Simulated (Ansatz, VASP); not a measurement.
**WS2: VASP beside Ansatz**

The input INCAR:

```
  PREC = Accurate
  ENCUT = 520
  EDIFF = 1E-6
  ISMEAR = 0
  SIGMA = 0.05
  LREAL = F
  LASPH = T
  NELM = 80
  ALGO = Normal
  ISIF = 2
  LWAVE = F
  LCHARG = F
  GGA = PS
  IVDW = 12
  NBANDS = 20
```

The input KPOINTS:

```
Automatic mesh
0
Gamma
  12 12 2
```

Contents of POSCAR:

```
WS2
1.0
    3.1239380587      0.0000000000      0.0000000000
   -1.5619690294      2.7054097187      0.0000000000
    0.0000000000      0.0000000000     16.9375357456
W S
1 2
Direct
    0.3333333333      0.6666666667      0.0020180381
    0.6666666667      0.3333333333      0.9013652059
    0.6666666667      0.3333333333      0.0870628629
```

Input for Ansatz:

```yaml
crystal:
  lattice:
    - [3.1239380587, 0.0, 0.0]
    - [-1.5619690294, 2.7054097187, 0.0]
    - [0.0, 0.0, 16.9375357456]
  atoms:
    - { symbol: W, position: [0.3333333333, 0.6666666667, 0.0020180381] }
    - { symbol: S, position: [0.6666666667, 0.3333333333, 0.9013652059] }
    - { symbol: S, position: [0.6666666667, 0.3333333333, 0.0870628629] }
basis:
  ecutwfc: 420
kpoints:
  mp_grid: { grid: [12, 12, 2] }
hamiltonian:
  xc: pbesol
  pseudopotentials: { kind: paw, azcp: { folder: soft_1 } }
  dispersion: d3bj
scf:
  occupations: { method: gaussian, width: 0.05 }
output:
  forces: true
  stress: true
  eigenvalues: true
```

Change from the starting cell: mode 4 frozen in at +0.000 Å and mode 9 at -0.098 Å (largest displacements).

Alike in both runs: task single point; functional PBEsol; dispersion D3(BJ); k mesh 12 × 12 × 2; occupations gaussian, width 0.05 eV; no spin polarisation.

```csv
,VASP,Ansatz
version,VASP 6.6.1,Ansatz 0.2.0
potentials or method,"VASP PAW PBE potentials, release 64 (W_sv, S), cutoff 520 eV","scalar-relativistic, plane waves, PAW"
valence electrons in the cell,26,26
```

```tsv
	VASP	Ansatz	Ansatz less VASP
gap on the k mesh at the Fermi level (eV)	1.76	1.75	-0.011
least direct gap on the mesh (eV)	2.04	2.03	-0.003
rms of the force components (eV/Å)	1.838	1.833	-0.0045
```

VASP's potentials were made for PBE, not for PBEsol, and Ansatz warns of the same on its side. Atom by atom the forces differ by 0.010 eV/Å (rms over components).

Spin-orbit coupling is off throughout.
